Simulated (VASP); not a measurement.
## Zn: single point with RPBE+D3(BJ)

Zn:

```
Zn
1.0
    -1.44334    1.44334    1.44334
     1.44334   -1.44334    1.44334
     1.44334    1.44334   -1.44334
Zn
1
Direct
  0.00000 0.00000 0.00000
```

| Item | Value |
| --- | --- |
| Program | VASP 6.6.1 |
| Task | single point |
| Functional | RPBE |
| Dispersion | D3(BJ) |
| Potentials or basis | VASP PAW PBE potentials, release 64 (Zn) |
| Cutoff | 520 eV |
| k mesh | 12 × 12 × 12 |
| Occupations | fermi-dirac, width 0.05 eV |
| Spin | no spin polarisation |
| Dipole correction | no |
| Further INCAR settings | ALGO = Normal; EDIFF = 1e-06; NBANDS = 12 |

```json
{
 "Pressure": "0.8 GPa",
 "Band gap on the k mesh": "zero (band 6 reaches 9.95 eV, above the bottom of band 7 at 4.84 eV)",
 "Dispersion energy per atom": "-2.482 eV"
}
```

Levels at points of the mesh, in eV from the Fermi level:
```tsv
k point	band 3	band 4	band 5	band 6	band 7	band 8	band 9	band 10
(0.00, 0.00, 0.00)	-8.91	-8.91	-8.15	-8.15	22.62	22.62	22.62	23.41
(0.50, 0.00, 0.00)	-8.18	-8.09	-7.63	-4.09	-0.73	13.34	14.13	17.21
(0.50, 0.50, 0.50)	-7.75	-7.75	-7.75	4.38	4.38	4.38	9.22	9.22
```

It took 4.3 s on 1 thread of Intel(R) Xeon(R) 6975P-C (Granite Rapids) (shared host), peak memory 0.13 GiB.

Caveat: the PAW data sets were made with another functional, which shifts forces and pressure a little; pairwise dispersion overbinds metals, which lowers pressure and volume.
